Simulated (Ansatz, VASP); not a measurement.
# Mg4FeO3 in VASP and in Ansatz

```
Mg Fe O
1.0
     2.67351    0.00000    0.00000
     0.00000    2.67351    0.00000
     0.00000    0.00000   12.16271
Mg Fe O
4 1 3
Direct
  0.00000 0.00000 0.82698
  0.00000 0.00000 0.17302
  0.00000 0.00000 0.39058
  0.00000 0.00000 0.60942
  0.50000 0.50000 0.00000
  0.50000 0.50000 0.28103
  0.50000 0.50000 0.50000
  0.50000 0.50000 0.71897
```

Change from the starting cell: species swapped into the Al4Ni3Pt type (P4/mmm, No. 123).

Alike in both runs: functional PBE; k mesh 12 × 12 × 4; occupations gaussian, width 0.1 eV; collinear spin.

Ansatz relaxed the structure, and its values are those at the end. VASP's run is a single point on that final structure, the one shown.

|  | VASP | Ansatz |
| --- | --- | --- |
| version | VASP 6.6.1 | Ansatz 0.2.0 |
| potentials or method | VASP PAW PBE potentials, release 64 (Mg, Fe, O), cutoff 600 eV | scalar-relativistic, plane waves, PAW |
| valence electrons in the cell | 34 | 74 |

VASP gave:

```
gap on the k mesh at the Fermi level (eV)                     : none
pressure (GPa)                                                : -0.6
net moment per atom (μB)                                      : 0.27
size of the moment on the site where the two differ most (μB) : 2.34
```

Q: What did Ansatz give for the same quantities?

A: gap on the k mesh at the Fermi level (eV): none; pressure (GPa): 0.0; net moment per atom (μB): 0.27; size of the moment on the site where the two differ most (μB): 2.36.

Site moments also hang on the region over which each program counts them. A gap of «none» marks a metal or a gap that the smearing closes. The functional is the same, so the differences come from potentials, cutoffs and numerics. VASP's potentials hold 34 valence electrons a cell and Ansatz's 74, so a difference there can come from the potentials and not from the codes.
